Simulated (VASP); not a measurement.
Here is a VASP 6.6.1 calculation.

Contents of INCAR:

```
SYSTEM = La2ScAs3
PREC = Accurate
ENCUT = 600
EDIFF = 1E-6
ISMEAR = -1
SIGMA = 0.03
LREAL = .False.
LASPH = .True.
NELM = 60
ALGO = Normal
ISIF = 3
LWAVE = .False.
LCHARG = .False.
GGA = PS
IBRION = 2
NSW = 100
EDIFFG = -0.01
```

Contents of KPOINTS:

```
Automatic mesh
0
Gamma
  6 6 2
  0 0 0
```

Contents of POSCAR:

```
La2ScAs3
1.0
    4.0913663200      0.0000000000      0.0000000000
   -2.0456831600      3.5432271700      0.0000000000
    0.0000000000      0.0000000000     10.1190399600
La Sc As
2 1 3
Direct
    0.3333333300      0.6666666700      0.6790233900
    0.6666666700      0.3333333300      0.3209766100
    0.0000000000      0.0000000000      0.0000000000
    0.3333333300      0.6666666700      0.1429916000
    0.6666666700      0.3333333300      0.8570084000
    0.0000000000      0.0000000000      0.5000000000
```

Potentials or basis: VASP PAW PBE potentials, release 64 (La, Sc_sv, As).

The run is started by

```sh
$ cat potpaw_PBE.64/La/POTCAR potpaw_PBE.64/Sc_sv/POTCAR potpaw_PBE.64/As/POTCAR > POTCAR
$ mpirun -np 1 vasp_std > vasp.out
```

Task: What does it give for the band gap on the k mesh?

Result: Zero (bands 24 and 25 overlap by 0.73 eV).

Task: Predict the relaxed volume.

Result: 25.48 Å³/atom.

Task: Predict the space group after relaxing (to 0.1 Å).

Result: P-3m1 (No. 164).

The path:
```
step  energy change (eV)  largest force (eV/Å)  pressure (GPa)  volume (Å³)
   1              0.0000                0.1608            3.48       146.69
   2             -0.0278                0.0031           -2.52       158.26
   3             -0.0693                0.0637           -0.10       153.05
   4             -0.0728                0.0429           -0.07       152.97
   5             -0.0743                0.0320           -0.03       152.88
   6             -0.0743                0.0328           -0.02       152.86
   7             -0.0744                0.0166            0.01       152.80
   8             -0.0745                0.0142            0.04       152.72
   9             -0.0745                0.0062           -0.04       152.88
```

Caveat: the PAW data sets were made with another functional, which shifts forces and pressure a little; spin-orbit coupling is left out, which moves the levels of the heavy elements.
